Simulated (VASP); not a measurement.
# Ba (P6/mmm) in VASP: notebook

The runs below take Ba through single point, with r2SCAN.

All numbers are computed with VASP 6.6.1; they aren't measurements. Logs are shortened: lines on timing, memory, paths and dates and some standing lists are left out, and cuts for length are marked.

### Step 1. The cell of the first run

Symmetry: P6/mmm, No. 191, hexagonal system. Conventional cell: a = 7.327 Å, b = 7.327 Å, c = 4.282 Å, α = 90.00°, β = 90.00°, γ = 120.00°. Within 5.6 Å of Ba (site symmetry 6/mmm) lie 14 Ba at 4.28 to 4.74 Å. Ba (site symmetry -6m2) has 11 Ba at 4.23 to 4.74 Å within 5.5 Å.

### Step 2. Single point, r2SCAN

POSCAR reads:

```
Ba
1.0
    7.3265478416      0.0000000000      0.0000000000
   -3.6632739208      6.3449765529      0.0000000000
    0.0000000000      0.0000000000      4.2824504997
Ba
3
Direct
    0.0000000000      0.0000000000      0.0000000000
    0.3333333333      0.6666666667      0.5000000000
    0.6666666667      0.3333333333      0.5000000000
```

INCAR.step1 reads:

```
  PREC = Accurate
  ENCUT = 520
  ISMEAR = 0
  SIGMA = 0.1
  LREAL = F
  LASPH = T
  NELM = 100
  NBANDS = 22
  GGA = PE
  ALGO = Normal
  EDIFF = 1E-4
  LWAVE = T
  LCHARG = F
```

INCAR.step2 reads:

```
  PREC = Accurate
  ENCUT = 520
  EDIFF = 1E-6
  ISMEAR = 0
  SIGMA = 0.1
  LREAL = F
  LASPH = T
  NELM = 100
  ALGO = Normal
  ISIF = 2
  LWAVE = F
  LCHARG = T
  METAGGA = R2SCAN
  LMIXTAU = T
  LELF = T
  LVHAR = T
  NBANDS = 22
  ISTART = 1
```

KPOINTS reads:

```
regular mesh
0
Gamma
  9 9 12
```

Potentials or basis: VASP PAW PBE potentials, release 64 (Ba_sv).

Run with:

```sh
> cat potpaw_PBE.64/Ba_sv/POTCAR > POTCAR
> cp INCAR.step1 INCAR
> mpirun -np 1 vasp_std > vasp.out
> cp INCAR.step2 INCAR
> mpirun -np 1 vasp_std > vasp.out
```

OUTCAR:

```text
PREC = Accurate
   ENCUT = 520
   EDIFF = 1E-6
   ISMEAR = 0
   LREAL = F
   LASPH = T
   NELM = 100
   ISIF = 2
   METAGGA = R2SCAN
   ISTART = 1

 ion  position               nearest neighbor table
   1  0.000  0.000  0.000-   2 4.74   3 4.74   2 4.74   3 4.74   3 4.74   3 4.74   2 4.74   2 4.74
                             3 4.74   3 4.74   2 4.74   2 4.74
   2  0.333  0.667  0.500-   3 4.23   3 4.23   3 4.23   1 4.74   1 4.74   1 4.74   1 4.74   1 4.74
                             1 4.74
   3  0.667  0.333  0.500-   2 4.23   2 4.23   2 4.23   1 4.74   1 4.74   1 4.74   1 4.74   1 4.74
                             1 4.74

  LATTYP: Found a hexagonal cell.
 ALAT       =     7.3265478416
 C/A-ratio  =     0.5845113677

  Lattice vectors:

 A1 = (   7.3265478416,   0.0000000000,   0.0000000000)
 A2 = (  -3.6632739208,   6.3449765529,   0.0000000000)
 A3 = (   0.0000000000,   0.0000000000,   4.2824504997)

Analysis of symmetry for initial positions (statically):
=====================================================================
 Subroutine PRICEL returns:
 Original cell was already a primitive cell.

 Routine SETGRP: Setting up the symmetry group for a
 hexagonal supercell.

 Subroutine GETGRP returns: Found 24 space group operations
 (whereof 24 operations were pure point group operations)
 out of a pool of 24 trial point group operations.

The static configuration has the point symmetry D_6h.

Analysis of symmetry for dynamics (positions and initial velocities):
=====================================================================
 Subroutine PRICEL returns:
 Original cell was already a primitive cell.

 Routine SETGRP: Setting up the symmetry group for a
 hexagonal supercell.

 Subroutine GETGRP returns: Found 24 space group operations
 (whereof 24 operations were pure point group operations)
 out of a pool of 24 trial point group operations.

The dynamic configuration has the point symmetry D_6h.

 Subroutine INISYM returns: Found 24 space group operations
 (whereof 24 operations are pure point group operations),
 and found     1 'primitive' translations

----------------------------------------------------------------------------------------

                                     Primitive cell

  volume of cell :     199.0773

  direct lattice vectors                    reciprocal lattice vectors
     7.326547842  0.000000000  0.000000000     0.136489930  0.078802498  0.000000000
    -3.663273921  6.344976553  0.000000000     0.000000000  0.157604995  0.000000000
[... 80 lines left out ...]
   ICHARG =      0    charge: 1-file 2-atom 10-const
   ISPIN  =      1    spin polarized calculation?
   LNONCOLLINEAR =      F non collinear calculations
   LSORBIT =      F    spin-orbit coupling
   LASPH  =      T    aspherical Exc in radial PAW
   ENCUT  =  520.0 eV  38.22 Ry    6.18 a.u.  13.62 13.62  7.96*2*pi/ulx,y,z
   NELM   =    100;   NELMIN=  2; NELMDL=  0     # of ELM steps
   EDIFF  = 0.1E-05   stopping-criterion for ELM
   LREAL  =      F    real-space projection
   EDIFFG = 0.1E-04   stopping-criterion for IOM
   NSW    =      0    number of steps for IOM
   IBRION =     -1    ionic relax: 0-MD 1-quasi-New 2-CG
   NFREE  =      0    steps in history (QN), initial steepest desc. (CG)
   ISIF   =      2    stress and relaxation
   ISYM   =      2    0-nonsym 1-usesym 2-fastsym
   POTIM  = 0.5000    time-step for ionic-motion
   TEBEG  =    0.0;   TEEND  =   0.0 temperature during run
   PSTRESS=    0.0 pullay stress
   NELECT =      30.0000    total number of electrons
   NUPDOWN=      -1.0000    fix difference up-down
   EMIN   =  10.00;   EMAX   =-10.00  energy-range for DOS
   EFERMI =   0.00;   METHOD = LEGACY
   ISMEAR =     0;   SIGMA  =   0.10  broadening in eV -4-tet -1-fermi 0-gaus
   EFERMI_NEDOS =   21; number of points for ismear=-14 and -15
   IALGO  =     38    algorithm
   IMIX   =      4    mixing-type and parameters
     AMIX     =   0.40;   BMIX     =  1.00
     AMIX_MAG =   1.60;   BMIX_MAG =  1.00
  volume/ion in A,a.u.               =      66.36       447.81
  Fermi-wavevector in a.u.,A,eV,Ry     =   0.871180  1.646292 10.326209  0.758955
  Thomas-Fermi vector in A             =   1.990251
   LORBIT       =      0    0 simple, 1 ext, 2 COOP (PROOUT), +10 PAW based schemes
   METAGGA = R2SCAN    functional components
   LHFCALC =     F    Hartree Fock is set to
   AEXX    =    0.0000 exact exchange contribution
   IVDW    =     0    specifies the selected vdW correction
   LEPSILON=     F    determine dielectric tensor
   LRPA    =     F    only Hartree local field effects (RPA)
 non-spin polarized calculation
 Gauss-broadening in eV      SIGMA  =   0.10
  energy-cutoff  :      520.00
  volume of cell :      199.08
 maximum number of plane-waves:      5410
   NGX = 27   NGY = 27   NGZ = 15

 number of electron      30.0000002 magnetization

 Free energy of the ion-electron system (eV)
  ---------------------------------------------------
  ext. energy  EPLUGINS =         0.00000000
  ---------------------------------------------------
  free energy    TOTEN  =       -79.13770982 eV

  energy without entropy =      -79.11437658  energy(sigma->0) =      -79.12604320

 E-fermi :   1.5758     XC(G=0):  -7.6617

 val. band max:        1.5697996791   @ k =   0.3333  -0.0000   0.3333
 cond. band min:       1.5768096572   @ k =   0.1111  -0.0000   0.3333
 fundamental gap:      0.0070099781
 Fermi energy:         1.5758300621

 k-point     1 :       0.0000    0.0000    0.0000
  band No.  band energies     occupation
      1     -28.4867      2.00000
      2     -28.4426      2.00000
      3     -28.4024      2.00000
      4     -13.3793      2.00000
      5     -13.3793      2.00000
      6     -13.2333      2.00000
[... 589 lines left out ...]
     21       2.7699      0.00000
     22       4.1196      0.00000

 [... further k-points ...]
[... 5 lines left out ...]
  --------------------------------------------------------------------------------------
  -------------------------------------------------------------------------------------
  Total        0.0348034      0.0348034      0.0661092      0.0000000      0.0000000      0.0000000
  in kB        0.2800983      0.2800983      0.5320475      0.0000000      0.0000000      0.0000000
  external PRESSURE =       0.3640813 kB  Pullay stress =       0.0000000 kB

 VOLUME and BASIS-vectors are now :
 -----------------------------------------------------------------------------
  energy-cutoff  :      520.00
  volume of cell :      199.08
      direct lattice vectors                 reciprocal lattice vectors
     7.326547842  0.000000000  0.000000000     0.136489930  0.078802498  0.000000000
    -3.663273921  6.344976553  0.000000000     0.000000000  0.157604995  0.000000000
     0.000000000  0.000000000  4.282450500     0.000000000  0.000000000  0.233511164

 POSITION                                       TOTAL-FORCE (eV/Angst)
 -----------------------------------------------------------------------------------
      0.00000      0.00000      0.00000         0.000000      0.000000      0.000000
     -0.00000      4.22998      2.14123         0.000000     -0.000000      0.000000
      3.66327      2.11499      2.14123         0.000000      0.000000     -0.000000
 -----------------------------------------------------------------------------------
    total drift:                                0.000000      0.000000      0.000000

  FREE ENERGIE OF THE ION-ELECTRON SYSTEM (eV)
  ---------------------------------------------------
  free  energy   TOTEN  =       -79.1377098250 eV

  energy  without entropy=      -79.1143765788  energy(sigma->0) =      -79.12604320
```

OUTCAR.step1:

```text
PREC = Accurate
   ENCUT = 520
   ISMEAR = 0
   LREAL = F
[... 829 lines left out ...]
      0.00000      0.00000      0.00000        -0.000000      0.000000     -0.000000
     -0.00000      4.22998      2.14123        -0.000000      0.000000     -0.000000
      3.66327      2.11499      2.14123         0.000000     -0.000000      0.000000
 -----------------------------------------------------------------------------------
    total drift:                                0.000000      0.000000      0.000000

  FREE ENERGIE OF THE ION-ELECTRON SYSTEM (eV)
  ---------------------------------------------------
  free  energy   TOTEN  =        -5.5742614002 eV

  energy  without entropy=       -5.5475666401  energy(sigma->0) =       -5.56091402
```

It took 17 min on 1 thread of Intel Xeon 6975P-C (Granite Rapids), shared host; peak memory 0.5 GiB.

What came out:

| Quantity | Value |
| --- | --- |
| Free energy | -79.1377 eV |
| Pressure | 0.0 GPa |
| Band gap on the k mesh | zero (band 15 reaches 1.95 eV, above the bottom of band 16 at 1.36 eV) |

Levels at points of the mesh, in eV from the Fermi level:
| k point | band 12 | band 13 | band 14 | band 15 | band 16 | band 17 | band 18 | band 19 |
| --- | --- | --- | --- | --- | --- | --- | --- | --- |
| (0.00, 0.00, 0.00) | -14.58 | -2.89 | -0.21 | 0.37 | 0.37 | 0.46 | 0.46 | 0.75 |
| (0.00, 0.00, 0.50) | -14.65 | -0.65 | -0.34 | -0.34 | -0.21 | -0.07 | -0.07 | 1.55 |

Caveat: the PAW data sets were made with another functional, which shifts forces and pressure a little; spin-orbit coupling is left out, which moves the levels of the heavy elements.

### Step 3. Single point, r2SCAN

This run uses another cell than the first one, of 75.52 Å³/atom, 1.138 times its volume.

POSCAR reads:

```
Ba
1.0
    7.5287782099      0.0000000000      0.0000000000
   -3.7643891049      6.5201131892      0.0000000000
    0.0000000000      0.0000000000      4.6154683808
Ba
3
Direct
    0.0000000000      0.0000000000      0.0000000000
    0.3333333333      0.6666666667      0.5000000000
    0.6666666667      0.3333333333      0.5000000000
```

INCAR.step1 reads:

```
PREC = Accurate
ENCUT = 520
ISMEAR = 0
SIGMA = 0.1
LREAL = False
LASPH = True
NELM = 100
NBANDS = 22
GGA = PE
ALGO = Normal
EDIFF = 1E-4
LWAVE = True
LCHARG = False
```

INCAR.step2 reads:

```
PREC = Accurate
ENCUT = 520
EDIFF = 1E-7
ISMEAR = 0
SIGMA = 0.1
LREAL = False
LASPH = True
NELM = 100
ALGO = Normal
ISIF = 2
LWAVE = False
LCHARG = False
METAGGA = R2SCAN
LMIXTAU = True
NBANDS = 22
ISTART = 1
```

KPOINTS reads:

```
Automatic mesh
0
Gamma
  3 3 4
```

Potentials or basis: VASP PAW PBE potentials, release 64 (Ba_sv).

Run with:

```sh
> cat potpaw_PBE.64/Ba_sv/POTCAR > POTCAR
> cp INCAR.step1 INCAR
> mpirun -np 1 vasp_std > vasp.out
> cp INCAR.step2 INCAR
> mpirun -np 1 vasp_std > vasp.out
```

Wall time 3.4 min (1 thread of Intel Xeon 6975P-C (Granite Rapids), shared host); peak memory 0.36 GiB.

It converged, with:

```
Free energy            : -79.0580 eV
Pressure               : -0.9 GPa
Band gap on the k mesh : zero (band 15 reaches 1.50 eV, above the bottom of band 16 at 0.99 eV)
```

Stress tensor (GPa, compression positive):
```
-0.77  0.00  0.00
 0.00 -0.77  0.00
 0.00  0.00 -1.11
```

Levels at points of the mesh, in eV from the Fermi level:
| k point | band 11 | band 12 | band 13 | band 14 | band 15 | band 16 | band 17 | band 18 | band 19 | band 20 |
| --- | --- | --- | --- | --- | --- | --- | --- | --- | --- | --- |
| (0.00, 0.00, 0.00) | -14.90 | -14.89 | -2.85 | -0.18 | 0.28 | 0.28 | 0.36 | 0.36 | 0.70 | 1.64 |
| (0.00, 0.00, 0.50) | -14.94 | -14.94 | -0.94 | -0.52 | -0.23 | -0.23 | -0.01 | -0.01 | 1.48 | 1.48 |

Caveat: the PAW data sets were made with another functional, which shifts forces and pressure a little; spin-orbit coupling is left out, which moves the levels of the heavy elements.
